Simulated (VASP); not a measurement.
Write the native input for VASP 6.6.1 that does the following.

* Task: single point
* Functional: PBEsol
* Potentials or basis: VASP PAW PBE potentials, release 64 (Zn)
* Cutoff: 520 eV
* k mesh: 22 × 22 × 22
* Occupations: fermi-dirac, width 0.08 eV
* Spin: no spin polarisation
* Dipole correction: no
* Further INCAR settings: ALGO = Normal; EDIFF = 1e-06; NBANDS = 12

The structure of Zn lies in POSCAR:

```
Zn
1.0
   -1.2090837053      1.2090837053      1.2090837053
    1.2090837053     -1.2090837053      1.2090837053
    1.2090837053      1.2090837053     -1.2090837053
Zn
1
Direct
    0.0000000000      0.0000000000      0.0000000000
```

These files were run (other wordings do the same):

INCAR

```
PREC     = Accurate       # precision mode
ENCUT    = 520            # plane-wave cutoff, eV
EDIFF    = 1E-6           # SCF threshold, eV
ISMEAR   = -1             # smearing method
SIGMA    = 0.08           # smearing width, eV
LREAL    = False          # projectors in reciprocal space
LASPH    = True           # aspherical terms in the spheres
NELM     = 100            # most SCF steps
ALGO     = Normal         # electronic algorithm
ISIF     = 2              # what is computed and relaxed
LWAVE    = False          # write WAVECAR
LCHARG   = False          # write CHGCAR
GGA      = PS             # functional
NBANDS   = 12             # bands
```

KPOINTS

```
regular mesh
0
Gamma
  22 22 22
```

Potentials or basis: VASP PAW PBE potentials, release 64 (Zn).

Command:

```sh
$ cat potpaw_PBE.64/Zn/POTCAR > POTCAR
$ mpirun -np 1 vasp_std > vasp.out
```

It gave:

| Quantity | Value |
| --- | --- |
| Pressure | 358.9 GPa |
| Band gap on the k mesh | zero (band 6 reaches 17.44 eV, above the bottom of band 7 at 12.40 eV) |

Caveat: the PAW data sets were made with another functional, which shifts forces and pressure a little.

It took 18 s on 1 thread of Intel(R) Xeon(R) Platinum 8259CL CPU @ 2.50GHz (Skylake/Cascade Lake) (shared host), peak memory 0.13 GiB.
